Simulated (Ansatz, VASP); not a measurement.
## Hf: VASP beside Ansatz

The input POSCAR:

```
Hf
1.0
   -1.7147500000      1.7147500000      1.8050000000
    1.7147500000     -1.7147500000      1.8050000000
    1.7147500000      1.7147500000     -1.8050000000
Hf
1
Direct
    0.0000000000      0.0000000000      0.0000000000
```

Contents of INCAR.step1:

```
SYSTEM = Hf
PREC = Accurate
ENCUT = 520
ISMEAR = 0
SIGMA = 0.15
LREAL = .False.
LASPH = .True.
NELM = 80
NBANDS = 11
GGA = PE
ALGO = Normal
EDIFF = 1E-4
LWAVE = .True.
LCHARG = .False.
```

File INCAR.step2:

```
SYSTEM = Hf
PREC = Accurate
ENCUT = 520
EDIFF = 1E-6
ISMEAR = 0
SIGMA = 0.15
LREAL = .False.
LASPH = .True.
NELM = 80
ALGO = Normal
ISIF = 2
LWAVE = .False.
LCHARG = .False.
METAGGA = R2SCAN
LMIXTAU = .True.
NBANDS = 11
ISTART = 1
```

KPOINTS

```
Automatic mesh
0
Gamma
  18 18 18
  0 0 0
```

Input for Ansatz:

```yaml
crystal:
  lattice:
    - [-1.71475, 1.71475, 1.805]
    - [1.71475, -1.71475, 1.805]
    - [1.71475, 1.71475, -1.805]
  atoms:
    - { symbol: Hf, position: [0.0, 0.0, 0.0] }
basis:
  ecutwfc: 500
kpoints:
  mp_grid: { grid: [18, 18, 18] }
hamiltonian:
  xc: r2scan
scf:
  occupations: { method: gaussian, width: 0.15 }
output:
  forces: true
  stress: true
  eigenvalues: true
  write_density: true
  write_potential: true
  elf: true
  volumetric_format: npy
```

Change from the starting cell: strain -0.050 along x and y, +0.000 along z, atoms carried along.

Alike in both runs: task single point; functional r2SCAN; k mesh 18 × 18 × 18; occupations gaussian, width 0.15 eV; no spin polarisation.

```csv
,VASP,Ansatz
version,VASP 6.6.1,Ansatz 0.2.0
potentials or method,"VASP PAW PBE potentials, release 64 (Hf_pv), cutoff 520 eV","scalar-relativistic, plane waves, PAW"
valence electrons in the cell,10,26
```

|  | VASP | Ansatz | Ansatz less VASP |
| --- | --- | --- | --- |
| gap on the k mesh at the Fermi level (eV) | none | none | - |
| pressure (GPa) | 4.5 | 4.8 | +0.34 |
| traceless stress, the component that is largest in VASP (GPa) | 1.67 | 1.53 | -0.139 |

VASP's potentials were made for PBE, not for r2SCAN. A gap of «none» marks a metal or a gap that the smearing closes. With one functional, cell and mesh, what is left measures potentials, basis and numerics. VASP's potentials hold 10 valence electrons a cell and Ansatz's 26, so a difference there can come from the potentials and not from the codes.

Neither program's run includes spin-orbit coupling.
